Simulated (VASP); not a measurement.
Input of a VASP 6.6.1 run:

INCAR

```
ALGO = Normal
EDIFF = 1E-6
ENCUT = 520
GGA = PS
ISIF = 2
ISMEAR = 1
LASPH = True
LCHARG = True
LELF = True
LREAL = False
LVHAR = True
LWAVE = False
NBANDS = 26
NELM = 60
PREC = Accurate
SIGMA = 0.15
```

The input KPOINTS:

```
k-points
0
Gamma
  6 6 2
```

File POSCAR:

```
K
1.0
    4.9223596001      0.0000000000      0.0000000000
   -2.4611798000      4.2628884806      0.0000000000
    0.0000000000      0.0000000000     16.2059730209
K
4
Direct
    0.0000000000      0.0000000000      0.0000000000
    0.3333333333      0.6666666667      0.7500000000
    0.0000000000      0.0000000000      0.5000000000
    0.6666666667      0.3333333333      0.2500000000
```

Potentials or basis: VASP PAW PBE potentials, release 64 (K_sv).

Run with:

```console
$ cat potpaw_PBE.64/K_sv/POTCAR > POTCAR
$ mpirun -np 1 vasp_std > vasp.out
```

**Question.** What does it give for the pressure?

**Answer.** -0.5 GPa.

**Question.** Estimate the band gap on the k mesh.

**Answer.** Zero (band 18 reaches 0.43 eV, above the bottom of band 19 at -1.78 eV).

Stress tensor (GPa, compression positive):
```
-0.40  0.00  0.00
 0.00 -0.40  0.00
 0.00  0.00 -0.65
```

Caveat: the PAW data sets were made with another functional, which shifts forces and pressure a little.
